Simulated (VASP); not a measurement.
# BN (wurtzite type) (P6_3mc) in VASP: a series of runs, part 2 of 2

VASP 6.6.1. The steps go on from the part before.

**4. Relaxation of shape and atoms at fixed volume, PBE**

This run uses another cell than the first one, of 4.30 Å³/atom.

Contents of INCAR:

```
SYSTEM = BN
PREC     = Accurate       ! precision mode
ENCUT    = 600            ! plane-wave cutoff, eV
EDIFF    = 1E-6           ! SCF threshold, eV
ISMEAR   = -1             ! smearing method
SIGMA    = 0.05           ! smearing width, eV
LREAL    = .False.        ! projectors in reciprocal space
LASPH    = .True.         ! aspherical terms in the spheres
NELM     = 60             ! most SCF steps
ALGO     = Normal         ! electronic algorithm
ISIF     = 4              ! what is computed and relaxed
LWAVE    = .False.        ! write WAVECAR
LCHARG   = .False.        ! write CHGCAR
GGA      = PE             ! functional
IBRION   = 2              ! ionic algorithm
NSW      = 50             ! ionic steps
EDIFFG   = -0.005         ! ionic threshold
```

Contents of KPOINTS:

```
Automatic mesh
0
Gamma
  12 12 6
  0 0 0
```

Contents of POSCAR:

```
BN
1.0
    2.2896107488      0.0000000000      0.0000000000
   -1.1448053744      1.9828610732      0.0000000000
    0.0000000000      0.0000000000      3.7864615134
B N
2 2
Direct
    0.3333333333      0.6666666667      0.0006889995
    0.6666666667      0.3333333333      0.5006889995
    0.3333333333      0.6666666667      0.3753110005
    0.6666666667      0.3333333333      0.8753110005
```

Potentials or basis: VASP PAW PBE potentials, release 64 (B, N).

Launch:

```bash
$ cat potpaw_PBE.64/B/POTCAR potpaw_PBE.64/N/POTCAR > POTCAR
$ mpirun -np 1 vasp_std > vasp.out
```

OUTCAR:

```text
SYSTEM = BN
   PREC = Accurate
   ENCUT = 600
   EDIFF = 1E-6
   ISMEAR = -1
   LREAL = .False.
   LASPH = .True.
   NELM = 60
   ISIF = 4
   GGA = PE
   IBRION = 2
   NSW = 50
   EDIFFG = -0.005

 ion  position               nearest neighbor table
   1  0.333  0.667  0.001-   4 1.40   4 1.40   4 1.40   3 1.42
   2  0.667  0.333  0.501-   3 1.40   3 1.40   3 1.40   4 1.42
   3  0.333  0.667  0.375-   2 1.40   2 1.40   2 1.40   1 1.42
   4  0.667  0.333  0.875-   1 1.40   1 1.40   1 1.40   2 1.42

  LATTYP: Found a hexagonal cell.
 ALAT       =     2.2896107488
 C/A-ratio  =     1.6537577470

  Lattice vectors:

 A1 = (   2.2896107488,   0.0000000000,   0.0000000000)
 A2 = (  -1.1448053744,   1.9828610732,   0.0000000000)
 A3 = (   0.0000000000,   0.0000000000,   3.7864615134)

Analysis of symmetry for initial positions (statically):
=====================================================================
 Subroutine PRICEL returns:
 Original cell was already a primitive cell.

 Routine SETGRP: Setting up the symmetry group for a
 hexagonal supercell.

 Subroutine GETGRP returns: Found 12 space group operations
 (whereof  6 operations were pure point group operations)
 out of a pool of 24 trial point group operations.

The static configuration has the point symmetry C_3v.
 The point group associated with its full space group is C_6v.

Analysis of symmetry for dynamics (positions and initial velocities):
=====================================================================
 Subroutine PRICEL returns:
 Original cell was already a primitive cell.

 Routine SETGRP: Setting up the symmetry group for a
 hexagonal supercell.

 Subroutine GETGRP returns: Found 12 space group operations
 (whereof  6 operations were pure point group operations)
 out of a pool of 24 trial point group operations.

The dynamic configuration has the point symmetry C_3v.
 The point group associated with its full space group is C_6v.

 Subroutine INISYM returns: Found 12 space group operations
 (whereof  6 operations are pure point group operations),
 and found     1 'primitive' translations

----------------------------------------------------------------------------------------

                                     Primitive cell

  volume of cell :      17.1905

  direct lattice vectors                    reciprocal lattice vectors
     2.289610749  0.000000000  0.000000000     0.436755462  0.252160883  0.000000000
    -1.144805374  1.982861073  0.000000000     0.000000000  0.504321767  0.000000000
     0.000000000  0.000000000  3.786461513     0.000000000  0.000000000  0.264098815

  length of vectors
     2.289610749  2.289610749  3.786461513     0.504321767  0.504321767  0.264098815

  position of ions in fractional coordinates (direct lattice)
     0.333333333  0.666666667  0.000688999
     0.666666667  0.333333333  0.500688999
     0.333333333  0.666666667  0.375311000
     0.666666667  0.333333333  0.875311000

  ion indices of the primitive-cell ions
   primitive index   ion index
                 1           1
                 2           2
                 3           3
                 4           4

[... 63 lines left out ...]
   ISTART =      0    job   : 0-new  1-cont  2-samecut
   ICHARG =      2    charge: 1-file 2-atom 10-const
   ISPIN  =      1    spin polarized calculation?
   LNONCOLLINEAR =      F non collinear calculations
   LSORBIT =      F    spin-orbit coupling
   LASPH  =      T    aspherical Exc in radial PAW
   ENCUT  =  600.0 eV  44.10 Ry    6.64 a.u.   4.57  4.57  7.56*2*pi/ulx,y,z
   NELM   =     60;   NELMIN=  2; NELMDL= -5     # of ELM steps
   EDIFF  = 0.1E-05   stopping-criterion for ELM
   LREAL  =      F    real-space projection
   EDIFFG = -.5E-02   stopping-criterion for IOM
   NSW    =     50    number of steps for IOM
   IBRION =      2    ionic relax: 0-MD 1-quasi-New 2-CG
   NFREE  =      1    steps in history (QN), initial steepest desc. (CG)
   ISIF   =      4    stress and relaxation
   ISYM   =      2    0-nonsym 1-usesym 2-fastsym
   POTIM  = 0.5000    time-step for ionic-motion
   TEBEG  =    0.0;   TEEND  =   0.0 temperature during run
   PSTRESS=    0.0 pullay stress
   NELECT =      16.0000    total number of electrons
   NUPDOWN=      -1.0000    fix difference up-down
   EMIN   =  10.00;   EMAX   =-10.00  energy-range for DOS
   EFERMI =   0.00;   METHOD = LEGACY
   ISMEAR =    -1;   SIGMA  =   0.05  broadening in eV -4-tet -1-fermi 0-gaus
   EFERMI_NEDOS =   21; number of points for ismear=-14 and -15
   IALGO  =     38    algorithm
   IMIX   =      4    mixing-type and parameters
     AMIX     =   0.40;   BMIX     =  1.00
     AMIX_MAG =   1.60;   BMIX_MAG =  1.00
  volume/ion in A,a.u.               =       4.30        29.00
  Fermi-wavevector in a.u.,A,eV,Ry     =   1.598401  3.020539 34.761318  2.554885
  Thomas-Fermi vector in A             =   2.695856
   LORBIT       =      0    0 simple, 1 ext, 2 COOP (PROOUT), +10 PAW based schemes
   GGA     = PE    functional components
   LHFCALC =     F    Hartree Fock is set to
   AEXX    =    0.0000 exact exchange contribution
   IVDW    =     0    specifies the selected vdW correction
   LEPSILON=     F    determine dielectric tensor
   LRPA    =     F    only Hartree local field effects (RPA)
 conjugate gradient relaxation of ions
 non-spin polarized calculation
  energy-cutoff  :      600.00
  volume of cell :       17.19
 maximum number of plane-waves:       592
   NGX =  9   NGY =  9   NGZ = 15

--------------------------------------- Ionic step        1  -------------------------------------------

 number of electron      15.9999994 magnetization

 Free energy of the ion-electron system (eV)
  ---------------------------------------------------
  ext. energy  EPLUGINS =         0.00000000
  ---------------------------------------------------
  free energy    TOTEN  =       -31.21463485 eV

  energy without entropy =      -31.21463485  energy(sigma->0) =      -31.21463485

------------------------ aborting loop because EDIFF is reached ----------------------------------------

  FORCE on cell =-STRESS in cart. coord.  units (eV):
  Direction    XX          YY          ZZ          XY          YZ          ZX
  --------------------------------------------------------------------------------------
  -------------------------------------------------------------------------------------
  Total       23.7267859     23.7267859     24.1032877      0.0000000      0.0000000      0.0000000
  in kB     2211.3730062   2211.3730061   2246.4635572      0.0000000      0.0000000      0.0000000
  external PRESSURE =    2223.0698565 kB  Pullay stress =       0.0000000 kB
[... 139 lines left out ...]
--------------------------------------- Ionic step        5  -------------------------------------------

 number of electron      15.9999994 magnetization

 Free energy of the ion-electron system (eV)
  ---------------------------------------------------
  ext. energy  EPLUGINS =         0.00000000
  ---------------------------------------------------
  free energy    TOTEN  =       -31.21840352 eV

  energy without entropy =      -31.21840352  energy(sigma->0) =      -31.21840352

 E-fermi :  13.0816     XC(G=0): -14.4538

 val. band max:       12.1775156348   @ k =   0.0000   0.0000   0.0000
 cond. band min:      16.3658756874   @ k =   0.3333   0.3333   0.0000
 fundamental gap:      4.1883600525
 Fermi energy:        13.0815674514

 k-point     1 :       0.0000    0.0000    0.0000
  band No.  band energies     occupation
      1     -12.4815      2.00000
      2      -6.7716      2.00000
      3      -2.2766      2.00000
      4       9.2640      2.00000
      5       9.2640      2.00000
      6      11.5538      2.00000
      7      12.1775      2.00000
      8      12.1775      2.00000
      9      21.7907      0.00000
     10      21.7907      0.00000
     11      22.3143      0.00000
     12      26.0483      0.00000
[... 331 lines left out ...]
 k-point    24 :       0.3333   -0.0000    0.1667
  band No.  band energies     occupation
      1      -9.2992      2.00000
      2      -5.3638      2.00000
      3       0.5344      2.00000
      4       2.5602      2.00000
      5       4.7199      2.00000
      6       6.2460      2.00000
      7       8.5448      2.00000
      8       9.5408      2.00000
      9      20.2940      0.00000
     10      21.6840      0.00000
     11      24.9619      0.00000
     12      25.3795      0.00000

 [... further k-points ...]

------------------------ aborting loop because EDIFF is reached ----------------------------------------

  FORCE on cell =-STRESS in cart. coord.  units (eV):
  Direction    XX          YY          ZZ          XY          YZ          ZX
  --------------------------------------------------------------------------------------
  -------------------------------------------------------------------------------------
  Total       23.8274096     23.8274096     23.8203637      0.0000000      0.0000000     -0.0000000
  in kB     2220.7512962   2220.7512961   2220.0946025      0.0000000      0.0000000     -0.0000000
  external PRESSURE =    2220.5323983 kB  Pullay stress =       0.0000000 kB
[... 19 lines left out ...]
  FREE ENERGIE OF THE ION-ELECTRON SYSTEM (eV)
  ---------------------------------------------------
  free  energy   TOTEN  =       -31.2184035220 eV

  energy  without entropy=      -31.2184035219  energy(sigma->0) =      -31.21840352

 reached required accuracy - stopping structural energy minimisation
```

Wall time 66 s (1 thread of Intel Xeon 8259CL, shared host); peak memory 0.14 GiB.

What came out:

- Free energy: -31.2184 eV
- Energy gained by relaxing: 0.9 meV/atom
- Ionic steps: 5
- Pressure after relaxing: 222.1 GPa
- Band gap on the k mesh: 4.19 eV (least direct gap 9.61 eV)

Forces on the atoms (eV/Å):
```
B    0.000  0.000 -0.003
B    0.000  0.000 -0.003
N    0.000  0.000  0.003
N    0.000  0.000  0.003
```

The path:
```tsv
step	energy change (eV)	largest force (eV/Å)	pressure (GPa)	volume (Å³)
1	0.0000	0.3404	222.31	17.19
2	0.0257	1.2644	222.05	17.19
3	-0.0029	0.0349	222.14	17.19
4	-0.0024	0.0383	221.96	17.19
5	-0.0038	0.0027	222.05	17.19
```

Final structure:
```cif
data_structure
_symmetry_space_group_name_H-M 'P 1'
_symmetry_Int_Tables_number 1
_cell_length_a 2.2860
_cell_length_b 2.2860
_cell_length_c 3.7984
_cell_angle_alpha 90.000
_cell_angle_beta 90.000
_cell_angle_gamma 120.000
_cell_volume 17.19
loop_
_atom_site_label
_atom_site_type_symbol
_atom_site_fract_x
_atom_site_fract_y
_atom_site_fract_z
_atom_site_occupancy
B1 B 0.33333 0.66667 0.00192 1
B2 B 0.66667 0.33333 0.50192 1
N1 N 0.33333 0.66667 0.37408 1
N2 N 0.66667 0.33333 0.87408 1
```

Levels at points of the mesh, in eV from the valence-band top:
| k point | band 5 | band 6 | band 7 | band 8 | band 9 | band 10 | band 11 | band 12 |
| --- | --- | --- | --- | --- | --- | --- | --- | --- |
| (0.00, 0.00, 0.00) | -2.91 | -0.62 | 0.00 | 0.00 | 9.61 | 9.61 | 10.14 | 13.87 |
| (0.50, 0.00, 0.00) | -8.99 | -6.85 | -6.41 | -2.89 | 7.82 | 8.71 | 12.07 | 13.79 |
| (0.00, 0.00, 0.50) | -1.63 | -1.63 | -1.63 | -1.63 | 11.63 | 11.63 | 11.63 | 11.63 |
| (0.50, 0.00, 0.50) | -5.22 | -5.22 | -4.94 | -4.94 | 7.58 | 7.58 | 12.16 | 12.16 |

A k mesh can miss the band edges.

**5. Relaxation of shape and atoms at fixed volume, PBE**

This run uses another cell than the first one, of 4.78 Å³/atom.

Contents of INCAR:

```
PREC = Accurate ; ENCUT = 600
EDIFF = 1E-7 ; ISMEAR = -1
SIGMA = 0.05 ; LREAL = F
LASPH = T ; NELM = 100
ALGO = Normal ; ISIF = 4
LWAVE = F ; LCHARG = F
GGA = PE ; IBRION = 2
NSW = 50 ; EDIFFG = -0.005
```

Contents of KPOINTS:

```
regular mesh
0
Gamma
  12 12 6
```

Contents of POSCAR:

```
BN
1.0
    2.3714509815      0.0000000000      0.0000000000
   -1.1857254908      2.0537367938      0.0000000000
    0.0000000000      0.0000000000      3.9218054324
B N
2 2
Direct
    0.3333333333      0.6666666667      0.0006889995
    0.6666666667      0.3333333333      0.5006889995
    0.3333333333      0.6666666667      0.3753110005
    0.6666666667      0.3333333333      0.8753110005
```

Launch:

```bash
$ cat potpaw_PBE.64/B/POTCAR potpaw_PBE.64/N/POTCAR > POTCAR
$ mpirun -np 1 vasp_std > vasp.out
```

Wall time 84 s (1 thread of Intel Xeon 8259CL, shared host); peak memory 0.14 GiB.

Results (log left out):

```
Free energy               : -33.2552 eV
Energy gained by relaxing : 0.4 meV/atom
Ionic steps               : 5
Pressure after relaxing   : 125.0 GPa
Band gap on the k mesh    : 4.60 eV (least direct gap 9.21 eV)
```

Stress tensor (GPa, compression positive):
```
125.08   0.00   0.00
  0.00 125.08   0.00
  0.00   0.00 124.94
```

Step by step:
```tsv
step	energy change (eV)	largest force (eV/Å)	pressure (GPa)	volume (Å³)
1	0.0000	0.2099	125.16	19.10
2	0.0062	0.5655	124.94	19.10
3	-0.0013	0.0157	125.06	19.10
4	-0.0013	0.0154	125.01	19.10
5	-0.0015	0.0001	125.03	19.10
```

Final structure:
```
B N
1.0
     2.36930    0.00000    0.00000
    -1.18465    2.05188    0.00000
     0.00000    0.00000    3.92891
B N
2 2
Cartesian
  0.0000 1.3679 0.0059
  1.1847 0.6840 1.9704
  0.0000 1.3679 1.4713
  1.1847 0.6840 3.4358
```

Levels at points of the mesh, in eV from the valence-band top:
| k point | band 5 | band 6 | band 7 | band 8 | band 9 | band 10 | band 11 | band 12 |
| --- | --- | --- | --- | --- | --- | --- | --- | --- |
| (0.00, 0.00, 0.00) | -2.63 | -0.49 | 0.00 | 0.00 | 9.21 | 9.21 | 9.68 | 12.34 |
| (0.50, 0.00, 0.00) | -8.27 | -6.18 | -5.68 | -2.61 | 7.46 | 8.50 | 11.60 | 13.13 |
| (0.00, 0.00, 0.50) | -1.47 | -1.47 | -1.47 | -1.47 | 11.06 | 11.06 | 11.06 | 11.06 |
| (0.50, 0.00, 0.50) | -4.69 | -4.69 | -4.44 | -4.44 | 7.28 | 7.28 | 11.47 | 11.47 |

A k mesh can miss the band edges.

**6. Overview**

| cell | gap on the mesh (eV) | pressure (GPa) |
| --- | --- | --- |
| relaxed from a = 2.201, b = 2.201, c = 3.641 Å, angles 90.0, 90.0, 120.0°, 4 atoms | 3.62 | 371.3 |
| relaxed from a = 2.290, b = 2.290, c = 3.786 Å, angles 90.0, 90.0, 120.0°, 4 atoms | 4.19 | 222.1 |
| relaxed from a = 2.371, b = 2.371, c = 3.922 Å, angles 90.0, 90.0, 120.0°, 4 atoms | 4.60 | 125.0 |

Alike in all rows: task relaxation of shape and atoms at fixed volume; level PBE; potentials or basis VASP PAW PBE potentials, release 64 (B, N); no spin polarisation; k mesh 12 × 12 × 6; cutoff (eV) 600; smearing fermi-dirac 0.05 eV.

Total energies depend on the potentials used, so only differences within one code and one set of settings carry meaning.
